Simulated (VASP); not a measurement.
Here is a VASP 6.6.1 calculation.

File INCAR:

```
SYSTEM = LiF
PREC = Accurate
ENCUT = 520
EDIFF = 1E-8
ISMEAR = 0
SIGMA = 0.01
LREAL = .False.
LASPH = .True.
NELM = 80
ALGO = Normal
ISIF = 2
LWAVE = .False.
LCHARG = .False.
GGA = PE
NBANDS = 12
IBRION = 8
NSW = 1
LEPSILON = .True.
```

File KPOINTS:

```
Automatic mesh
0
Gamma
  10 10 10
  0 0 0
```

Contents of POSCAR:

```
LiF
1.0
    0.0000000000      2.0140000000      2.0140000000
    2.0140000000      0.0000000000      2.0140000000
    2.0140000000      2.0140000000      0.0000000000
Li F
1 1
Direct
    0.0000000000      0.0000000000      0.0000000000
    0.5000000000      0.5000000000      0.5000000000
```

Potentials or basis: VASP PAW PBE potentials, release 64 (Li_sv, F).

Run with:

```sh
$ cat potpaw_PBE.64/Li_sv/POTCAR potpaw_PBE.64/F/POTCAR > POTCAR
$ mpirun -np 1 vasp_std > vasp.out
```

(1) What does it give for the electronic dielectric tensor (diagonal)?

(2) Predict the Born charges (mean of the diagonal).

(3) What does it give for the highest phonon frequency at Γ, LO-TO splitting left out?

## Answers

(1) 2.06.

(2) Li +1.05; F -1.05 e.

(3) 296 cm⁻¹.

Caveat: the cell wasn't relaxed at this level first, which shifts response properties.
